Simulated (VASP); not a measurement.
Input of a VASP 6.6.1 run:

INCAR

```
SYSTEM = Hf6Al2O15
PREC = Accurate
ENCUT = 520
EDIFF = 1E-6
ISMEAR = 0
SIGMA = 0.1
LREAL = Auto
LASPH = .True.
NELM = 100
ALGO = Normal
ISIF = 2
LWAVE = .False.
LCHARG = .True.
GGA = PS
LELF = .True.
LVHAR = .True.
NBANDS = 95
```

The input KPOINTS:

```
Automatic mesh
0
Gamma
  2 4 4
  0 0 0
```

Contents of POSCAR:

```
Hf6Al2O15
1.0
   10.0643184400      0.0000000000      0.0000000000
    0.0000000000      5.0321592200      0.0000000000
    0.0000000000      0.0000000000      5.0321592200
Al Hf O
2 6 15
Direct
    0.0000000000      0.0000000000      0.0000000000
    0.0000000000      0.5000000000      0.5000000000
    0.5000000000      0.0000000000      0.0000000000
    0.5000000000      0.5000000000      0.5000000000
    0.2500000000      0.0000000000      0.5000000000
    0.7500000000      0.0000000000      0.5000000000
    0.2500000000      0.5000000000      0.0000000000
    0.7500000000      0.5000000000      0.0000000000
    0.6250000000      0.2500000000      0.7500000000
    0.1250000000      0.7500000000      0.7500000000
    0.6250000000      0.7500000000      0.7500000000
    0.1250000000      0.7500000000      0.2500000000
    0.6250000000      0.7500000000      0.2500000000
    0.1250000000      0.2500000000      0.2500000000
    0.6250000000      0.2500000000      0.2500000000
    0.3750000000      0.2500000000      0.2500000000
    0.8750000000      0.2500000000      0.2500000000
    0.3750000000      0.7500000000      0.2500000000
    0.8750000000      0.7500000000      0.2500000000
    0.3750000000      0.7500000000      0.7500000000
    0.8750000000      0.7500000000      0.7500000000
    0.3750000000      0.2500000000      0.7500000000
    0.8750000000      0.2500000000      0.7500000000
```

Potentials or basis: VASP PAW PBE potentials, release 64 (Al, Hf_pv, O).

The run is started by

```console
$ cat potpaw_PBE.64/Al/POTCAR potpaw_PBE.64/Hf_pv/POTCAR potpaw_PBE.64/O/POTCAR > POTCAR
$ mpirun -np 1 vasp_std > vasp.out
```

Task: Predict the largest force.

Result: 3.868 eV/Å.

Task: What does it give for the pressure?

Result: -10.1 GPa.

Stress tensor (GPa, compression positive):
```
-10.59   0.00   0.00
  0.00  -9.80  -0.65
  0.00  -0.65  -9.80
```

Caveat: the PAW data sets were made with another functional, which shifts forces and pressure a little.
